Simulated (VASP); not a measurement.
# CuOF (P-6m2) in VASP: single point with PBE

Aim: the single point of CuOF with PBE.

All numbers are computed with VASP 6.6.1; they aren't measurements. Logs are shortened: lines on timing, memory, paths and dates and some standing lists are left out, and cuts for length are marked.

## Step 1: The cell of the first run

The structure is hexagonal, space group P-6m2 (No. 187). Conventional cell: a = 3.230 Å, b = 3.230 Å, c = 3.694 Å, α = 90.00°, β = 90.00°, γ = 120.00°. Cu (site symmetry -6m2) has 3 O at 1.87 Å within 2.5 Å. Within 2.5 Å of O (site symmetry -6m2) lie 3 Cu at 1.87 Å. F (site symmetry -6m2) has 6 Cu at 2.62 Å and 6 O at 2.62 Å and 6 F at 3.23 Å within 3.5 Å.

The cell was generated, and may not be a known phase.

## Step 2: Single point, PBE, collinear spin, ferromagnetic start

Input file INCAR:

```
PREC = Accurate
ENCUT = 700
EDIFF = 1E-6
ISMEAR = 0
SIGMA = 0.1
LREAL = F
LASPH = T
NELM = 200
ALGO = Normal
ISIF = 2
LWAVE = F
LCHARG = T
ISPIN = 2
MAGMOM = 0.54 0.66 0.3
LORBIT = 11
LMAXMIX = 4
GGA = PE
LELF = T
LVHAR = T
NBANDS = 27
GGA_COMPAT = F
```

Input file KPOINTS:

```
Automatic mesh
0
Gamma
  18 18 12
```

Input file POSCAR:

```
CuOF
1.0
    3.2304055969      0.0000000028      0.0000000000
   -1.6152028009      2.7976133100      0.0000000000
    0.0000000000      0.0000000000      3.6935215368
Cu O F
1 1 1
Direct
    0.6666666667      0.3333333333      0.5000000000
    0.3333333333      0.6666666667      0.5000000000
    0.0000000000      0.0000000000      0.0000000000
```

Potentials or basis: VASP PAW PBE potentials, release 64 (Cu_sv_GW, O, F).

The run is started by

```bash
$ cat potpaw_PBE.64/Cu_sv_GW/POTCAR potpaw_PBE.64/O/POTCAR potpaw_PBE.64/F/POTCAR > POTCAR
$ mpirun -np 1 vasp_std > vasp.out
```

OUTCAR:

```text
PREC = Accurate
   ENCUT = 700
   EDIFF = 1E-6
   ISMEAR = 0
   LREAL = F
   LASPH = T
   NELM = 200
   ISIF = 2
   ISPIN = 2
   LORBIT = 11
   GGA = PE

 ion  position               nearest neighbor table
   1  0.667  0.333  0.500-   2 1.87   2 1.87   2 1.87
   2  0.333  0.667  0.500-   1 1.87   1 1.87   1 1.87
   3  0.000  0.000  0.000-

  LATTYP: Found a hexagonal cell.
 ALAT       =     3.2304055969
 C/A-ratio  =     1.1433615458

  Lattice vectors:

 A1 = (   3.2304055969,   0.0000000028,   0.0000000000)
 A2 = (  -1.6152028009,   2.7976133100,   0.0000000000)
 A3 = (   0.0000000000,   0.0000000000,   3.6935215368)

Analysis of symmetry for initial positions (statically):
=====================================================================
 Subroutine PRICEL returns:
 Original cell was already a primitive cell.

 Routine SETGRP: Setting up the symmetry group for a
 hexagonal supercell.

 Subroutine GETGRP returns: Found 12 space group operations
 (whereof 12 operations were pure point group operations)
 out of a pool of 24 trial point group operations.

The static configuration has the point symmetry D_3h.

Analysis of symmetry for dynamics (positions and initial velocities):
=====================================================================
 Subroutine PRICEL returns:
 Original cell was already a primitive cell.

 Routine SETGRP: Setting up the symmetry group for a
 hexagonal supercell.

 Subroutine GETGRP returns: Found 12 space group operations
 (whereof 12 operations were pure point group operations)
 out of a pool of 24 trial point group operations.

The dynamic configuration has the point symmetry D_3h.

Analysis of structural, dynamic, and magnetic symmetry:
=====================================================================
 Subroutine PRICEL returns:
 Original cell was already a primitive cell.

 Routine SETGRP: Setting up the symmetry group for a
 hexagonal supercell.

 Subroutine GETGRP returns: Found 12 space group operations
 (whereof 12 operations were pure point group operations)
 out of a pool of 24 trial point group operations.

The overall configuration has the point symmetry D_3h.

 Subroutine INISYM returns: Found 12 space group operations
 (whereof 12 operations are pure point group operations),
 and found     1 'primitive' translations

----------------------------------------------------------------------------------------

[... 116 lines left out ...]
  Fermi-wavevector in a.u.,A,eV,Ry     =   1.614221  3.050436 35.452836  2.605710
  Thomas-Fermi vector in A             =   2.709165
   LORBIT       =     11    0 simple, 1 ext, 2 COOP (PROOUT), +10 PAW based schemes
   GGA     = PE    functional components
   LHFCALC =     F    Hartree Fock is set to
   AEXX    =    0.0000 exact exchange contribution
   IVDW    =     0    specifies the selected vdW correction
   LEPSILON=     F    determine dielectric tensor
   LRPA    =     F    only Hartree local field effects (RPA)
 spin polarized calculation
 Gauss-broadening in eV      SIGMA  =   0.10
  energy-cutoff  :      700.00
  volume of cell :       33.38
 maximum number of plane-waves:      1424
 NGX is ok and might be reduce to    28
   NGX = 13   NGY = 13   NGZ = 15

 number of electron      32.0000017 magnetization       1.4428455

 Free energy of the ion-electron system (eV)
  ---------------------------------------------------
  ext. energy  EPLUGINS =         0.00000000
  ---------------------------------------------------
  free energy    TOTEN  =       -11.86152977 eV

  energy without entropy =      -11.84710417  energy(sigma->0) =      -11.85431697

 E-fermi :   1.4280     XC(G=0): -10.9642

 val. band max:        1.4263243759   @ k =   0.2222   0.1111   0.0000
 cond. band min:       1.4286721936   @ k =   0.1667   0.0556   0.1667
 fundamental gap:      0.0023478177
 Fermi energy:         1.4280408234

 spin component 1

 k-point     1 :       0.0000    0.0000    0.0000
  band No.  band energies     occupation
      1    -111.2806      1.00000
      2     -68.8102      1.00000
      3     -68.8102      1.00000
      4     -68.2862      1.00000
      5     -19.4168      1.00000
      6     -17.0590      1.00000
[... 709 lines left out ...]
     26      25.7059      0.00000
     27      28.2593      0.00000

 [... further k-points ...]

 spin component 2

 k-point     1 :       0.0000    0.0000    0.0000
  band No.  band energies     occupation
      1    -110.6383      1.00000
      2     -68.1569      1.00000
      3     -68.1569      1.00000
      4     -67.7216      1.00000
      5     -18.9064      1.00000
      6     -16.0573      1.00000
[... 709 lines left out ...]
     26      25.8160      0.00000
     27      28.4572      0.00000

 [... further k-points ...]
[... 5 lines left out ...]
  --------------------------------------------------------------------------------------
  -------------------------------------------------------------------------------------
  Total       -0.5267827     -0.5267827     -0.5765904      0.0000000      0.0000000     -0.0000000
  in kB      -25.2846373    -25.2846373    -27.6753156      0.0000000      0.0000000     -0.0000000
  external PRESSURE =     -26.0815301 kB  Pullay stress =       0.0000000 kB

 VOLUME and BASIS-vectors are now :
 -----------------------------------------------------------------------------
  energy-cutoff  :      700.00
  volume of cell :       33.38
      direct lattice vectors                 reciprocal lattice vectors
     3.230405597  0.000000003  0.000000000     0.309558651  0.178723771  0.000000000
    -1.615202801  2.797613310  0.000000000    -0.000000000  0.357447541  0.000000000
     0.000000000  0.000000000  3.693521537     0.000000000  0.000000000  0.270744326

 POSITION                                       TOTAL-FORCE (eV/Angst)
 -----------------------------------------------------------------------------------
      1.61520      0.93254      1.84676        -0.000000      0.000000      0.000000
     -0.00000      1.86508      1.84676         0.000000     -0.000000      0.000000
      0.00000      0.00000      0.00000        -0.000000      0.000000      0.000000
 -----------------------------------------------------------------------------------
    total drift:                                0.000001     -0.000000      0.000000

  FREE ENERGIE OF THE ION-ELECTRON SYSTEM (eV)
  ---------------------------------------------------
  free  energy   TOTEN  =       -11.8615297694 eV

  energy  without entropy=      -11.8471041735  energy(sigma->0) =      -11.85431697

 total charge

# of ion       s       p       d       f       tot
--------------------------------------------------
    1        2.230   6.366   8.760   0.013  17.370
    2        1.585   3.304   0.000   0.000   4.889
    3        1.742   4.250   0.000   0.000   5.992
--------------------------------------------------
tot          5.557  13.920   8.760   0.013  28.251

 magnetization (x)

# of ion       s       p       d       f       tot
--------------------------------------------------
    1       -0.001   0.007   0.499   0.001   0.506
    2        0.009   0.578   0.000   0.000   0.588
    3        0.001   0.254   0.000   0.000   0.255
--------------------------------------------------
tot          0.009   0.839   0.499   0.001   1.348
```

OSZICAR:

```text
N       E                     dE             d eps       ncg     rms          rms(c)
DAV:   1     0.369559749447E+03    0.36956E+03   -0.24097E+04 46951   0.341E+03
DAV:   2     0.293391786094E+01   -0.36663E+03   -0.34447E+03 44010   0.869E+02
DAV:   3    -0.184239202436E+02   -0.21358E+02   -0.21102E+02 44984   0.221E+02
DAV:   4    -0.189017929746E+02   -0.47787E+00   -0.47740E+00 44068   0.242E+01
DAV:   5    -0.189194326227E+02   -0.17640E-01   -0.17638E-01 40548   0.364E+00    0.195E+01
DAV:   6    -0.209078300982E+02   -0.19884E+01   -0.85301E+01 43453   0.371E+02    0.246E+01
DAV:   7    -0.118101483983E+02    0.90977E+01   -0.18442E+01 44832   0.281E+02    0.426E+00
DAV:   8    -0.117615012461E+02    0.48647E-01   -0.99246E-01 42680   0.162E+01    0.284E+00
DAV:   9    -0.118367507350E+02   -0.75249E-01   -0.15654E-01 41538   0.666E+00    0.229E+00
DAV:  10    -0.118596097709E+02   -0.22859E-01   -0.12483E-01 42728   0.188E+01    0.115E+00
DAV:  11    -0.118614869556E+02   -0.18772E-02   -0.31580E-02 36019   0.400E+00    0.662E-01
DAV:  12    -0.118618561626E+02   -0.36921E-03   -0.12214E-02 40656   0.345E+00    0.377E-01
DAV:  13    -0.118613232979E+02    0.53286E-03   -0.29074E-03 43616   0.144E+00    0.192E-01
DAV:  14    -0.118615180895E+02   -0.19479E-03   -0.10436E-03 43600   0.126E+00    0.647E-02
DAV:  15    -0.118615192117E+02   -0.11222E-05   -0.15159E-04 42775   0.529E-01    0.207E-02
DAV:  16    -0.118615271144E+02   -0.79027E-05   -0.13714E-05 39817   0.129E-01    0.928E-03
DAV:  17    -0.118615292229E+02   -0.21085E-05   -0.14398E-06 29220   0.382E-02    0.512E-03
DAV:  18    -0.118615297694E+02   -0.54658E-06   -0.17251E-06 25138   0.845E-02
   1 F= -.11861530E+02 E0= -.11854317E+02  d E =-.144256E-01  mag=     1.4425
```

stdout:

```text
POSCAR found type information on POSCAR CuO F
 POSCAR found :  3 types and       3 ions
 scaLAPACK will be used
 LDA part: xc-table for (Slater+PW92), standard interpolation
 POSCAR, INCAR and KPOINTS ok, starting setup
 FFT: planning ... GRIDC
 FFT: planning ... GRID_SOFT
 FFT: planning ... GRID
 WAVECAR not read
 entering main loop
```

It took 6.9 min on 1 thread of Intel Xeon 6975P-C (Granite Rapids), shared host; peak memory 0.67 GiB.

Results:

```
Free energy                                           : -11.8615 eV
Pressure                                              : -2.6 GPa
Net moment                                            : 1.44 μB per cell
Site moments                                          : Cu +0.51; O +0.59; F +0.26 μB
Valence electrons inside the program's atomic spheres : Cu 17.37; O 4.89; F 5.99
```

Levels at points of the mesh, in eV from the Fermi level:
Spin up:
```
           k point  band 14  band 15  band 16  band 17  band 18  band 19  band 20  band 21
(0.00, 0.00, 0.00)    -1.40    -0.87     0.60     0.60     4.12    12.35    13.76    15.17
(0.50, 0.00, 0.00)    -1.80    -0.88    -0.79    -0.62     8.50    10.56    12.13    14.46
(0.00, 0.00, 0.50)    -1.25    -1.25     0.61     0.61     6.80     8.09    15.16    15.16
(0.50, 0.00, 0.50)    -1.28    -1.15    -0.85    -0.74     9.09     9.09    12.39    15.31
```
Spin down:
```tsv
k point	band 13	band 14	band 15	band 16	band 17	band 18
(0.00, 0.00, 0.00)	-0.90	-0.90	0.28	1.33	1.33	4.41
(0.50, 0.00, 0.00)	-1.64	-1.08	-0.35	0.01	0.35	8.80
(0.00, 0.00, 0.50)	-1.26	-0.73	-0.73	1.35	1.35	7.15
(0.50, 0.00, 0.50)	-1.18	-0.65	-0.60	-0.36	0.62	9.20
```

Caveat: a cell with one magnetic atom can't hold antiferromagnetic order, which such compounds often take; semilocal functionals often make such compounds metallic where correlation or magnetic order opens a gap, which also shifts bond lengths. With open d or f shells a metallic result of PBE can be an artefact of self-interaction; +U or a hybrid may open a gap.
